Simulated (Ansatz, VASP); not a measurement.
# One calculation of ZnS, two programs

File INCAR:

```
  ALGO = Normal
  EDIFF = 1E-6
  ENCUT = 520
  GGA = PE
  ISIF = 2
  ISMEAR = 0
  LASPH = True
  LCHARG = False
  LREAL = False
  LWAVE = False
  NBANDS = 26
  NELM = 60
  PREC = Accurate
  SIGMA = 0.05
```

KPOINTS

```
k-points
0
Gamma
  9 9 4
```

File POSCAR:

```
ZnS
1.0
    3.8455587354      0.0000000000      0.0000000000
   -1.9227793677      3.3303515566      0.0000000000
    0.0000000000      0.0000000000      6.3037246812
Zn S
2 2
Direct
    0.3189686275      0.7059117727      0.0052003729
    0.6810313725      0.2940882273      0.5052003729
    0.3449414478      0.6349527081      0.3797996271
    0.6550585522      0.3650472919      0.8797996271
```

Input for Ansatz:

```yaml
crystal:
  lattice:
    - [3.8455587354, 0.0, 0.0]
    - [-1.9227793677, 3.3303515566, 0.0]
    - [0.0, 0.0, 6.3037246812]
  atoms:
    - { symbol: Zn, position: [0.3189686275, 0.7059117727, 0.0052003729] }
    - { symbol: Zn, position: [0.6810313725, 0.2940882273, 0.5052003729] }
    - { symbol: S, position: [0.3449414478, 0.6349527081, 0.3797996271] }
    - { symbol: S, position: [0.6550585522, 0.3650472919, 0.8797996271] }
basis:
  ecutwfc: 520.0
kpoints:
  mp_grid: { grid: [9, 9, 4] }
hamiltonian:
  xc: pbe
scf:
  occupations: { method: gaussian, width: 0.05 }
output:
  forces: true
  stress: true
  eigenvalues: true
  write_density: true
  write_potential: true
  elf: true
  volumetric_format: npy
```

Change from the starting cell: mode 4 frozen in at -0.131 Å and mode 5 at +0.131 Å (largest displacements).

Alike in both runs: task single point; functional PBE; k mesh 9 × 9 × 4; occupations gaussian, width 0.05 eV; no spin polarisation.

|  | VASP | Ansatz |
| --- | --- | --- |
| version | VASP 6.6.1 | Ansatz 0.2.0 |
| potentials or method | VASP PAW PBE potentials, release 64 (Zn, S), cutoff 520 eV | scalar-relativistic, plane waves, PAW |
| valence electrons in the cell | 36 | 36 |

|  | VASP | Ansatz | Ansatz less VASP |
| --- | --- | --- | --- |
| gap on the k mesh at the Fermi level (eV) | 2.01 | 2.01 | -0.002 |
| least direct gap on the mesh (eV) | 2.01 | 2.01 | -0.002 |
| pressure (GPa) | -0.1 | -0.3 | -0.14 |
| traceless stress, the component that is largest in VASP (GPa) | 0.41 | 0.41 | -0.003 |
| rms of the force components (eV/Å) | 0.106 | 0.106 | +0.0004 |

Atom by atom the forces differ by 0.001 eV/Å (rms over components).
